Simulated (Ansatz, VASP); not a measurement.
## Au: VASP beside Ansatz

```
Au
1.0
     1.45995   -2.52483    0.00000
     1.45995    2.52483    0.00000
     0.00000    0.00000    4.88677
Au
2
Cartesian
  1.4599 1.6822 1.2217
  1.4599 -1.6822 3.6651
```

Alike in both runs: functional PBE; k mesh 22 × 22 × 12; occupations gaussian, width 0.1 eV; no spin polarisation.

Ansatz relaxed the structure, and its values are those at the end. VASP's run is a single point on that final structure, the one shown.

|  | VASP | Ansatz |
| --- | --- | --- |
| version | VASP 6.6.1 | Ansatz 0.2.0 |
| potentials or method | VASP PAW PBE potentials, release 64 (Au), cutoff 520 eV | scalar-relativistic, plane waves, PAW |
| valence electrons in the cell | 22 | 38 |

```tsv
	VASP	Ansatz	Ansatz less VASP
gap on the k mesh at the Fermi level (eV)	none	none	-
pressure (GPa)	-0.2	0.0	+0.23
```

A gap of «none» marks a metal or a gap that the smearing closes. VASP's potentials hold 22 valence electrons a cell and Ansatz's 38, so a difference there can come from the potentials and not from the codes.

Neither program's run includes spin-orbit coupling.
